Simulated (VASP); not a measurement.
A run of VASP 6.6.1:

Contents of INCAR:

```
SYSTEM = Cs
PREC = Accurate
ENCUT = 600
EDIFF = 1E-6
ISMEAR = -1
SIGMA = 0.05
LREAL = .FALSE.
LASPH = .TRUE.
NELM = 80
ALGO = Normal
ISIF = 3
LWAVE = .FALSE.
LCHARG = .FALSE.
GGA = PS
IBRION = 2
NSW = 60
EDIFFG = -0.005
PSTRESS = 29.0
```

KPOINTS

```
regular mesh
0
G
  11 11 11
  0 0 0
```

File POSCAR:

```
Cs
1.0
    0.0000000000      3.0524251965      3.0524251965
    3.0524251965      0.0000000000      3.0524251965
    3.0524251965      3.0524251965      0.0000000000
Cs
1
Direct
    0.0000000000      0.0000000000      0.0000000000
```

Potentials or basis: VASP PAW PBE potentials, release 64 (Cs_sv).

Command:

```sh
$ cat potpaw_PBE.64/Cs_sv/POTCAR > POTCAR
$ mpirun -np 1 vasp_std > vasp.out
```

Hardware: 1 thread of AMD EPYC 7R13, on a shared host.

Task: Estimate the wall time of this run.

Result: Run time: 76 s on 1 thread of AMD EPYC 7R13 (shared host), peak memory 0.19 GiB. Counts: scf iterations 19, k points 56, ion steps 3.
